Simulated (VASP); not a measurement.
Write the native input for VASP 6.6.1 that does the following.

```yaml
Task: single point
Functional: r2SCAN
Potentials_or_basis: VASP PAW PBE potentials, release 64 (Mg, Au)
Cutoff: 520 eV
k_mesh: 10 × 10 × 10
Occupations: gaussian, width 0.1 eV
Spin: no spin polarisation
Dipole_correction: no
Further_INCAR_settings: ALGO = Normal; EDIFF = 1e-07; NBANDS = 26
```

MgAu3:

```xyz
4
Lattice="4.1871 0.0000 0.0000 0.0000 4.1871 0.0000 0.0000 0.0000 4.1871" Properties=species:S:1:pos:R:3 pbc="T T T"
Mg    0.0000    0.0000    0.0000
Au    2.0935    2.0935    0.0000
Au    2.0935    0.0000    2.0935
Au    0.0000    2.0935    2.0935
```

This cell differs from its parent crystal: volume scaled by 1.06.

The input as run:

POSCAR

```
MgAu3
1.0
    4.1870679111      0.0000000000      0.0000000000
    0.0000000000      4.1870679111      0.0000000000
    0.0000000000      0.0000000000      4.1870679111
Mg Au
1 3
Direct
    0.0000000000      0.0000000000      0.0000000000
    0.5000000000      0.5000000000      0.0000000000
    0.5000000000      0.0000000000      0.5000000000
    0.0000000000      0.5000000000      0.5000000000
```

INCAR.step1

```
PREC = Accurate ; ENCUT = 520
ISMEAR = 0 ; SIGMA = 0.1
LREAL = False ; LASPH = True
NELM = 100 ; NBANDS = 26
GGA = PE ; ALGO = Normal
EDIFF = 1E-4 ; LWAVE = True
LCHARG = False
```

INCAR.step2

```
PREC = Accurate ; ENCUT = 520
EDIFF = 1E-7 ; ISMEAR = 0
SIGMA = 0.1 ; LREAL = False
LASPH = True ; NELM = 100
ALGO = Normal ; ISIF = 2
LWAVE = False ; LCHARG = False
METAGGA = R2SCAN ; LMIXTAU = True
NBANDS = 26 ; ISTART = 1
```

KPOINTS

```
Automatic mesh
0
Gamma
  10 10 10
```

Potentials or basis: VASP PAW PBE potentials, release 64 (Mg, Au).

Run with:

```bash
$ cat potpaw_PBE.64/Mg/POTCAR potpaw_PBE.64/Au/POTCAR > POTCAR
$ cp INCAR.step1 INCAR
$ mpirun -np 1 vasp_std > vasp.out
$ cp INCAR.step2 INCAR
$ mpirun -np 1 vasp_std > vasp.out
```

Results of the run:

| Property | Result |
| --- | --- |
| Pressure | -6.5 GPa |

Caveat: the PAW data sets were made with another functional, which shifts forces and pressure a little.

Run time: 6.7 min on 1 thread of Oxide Virtual Turin-like Processor, on a shared host, peak memory 0.22 GiB.
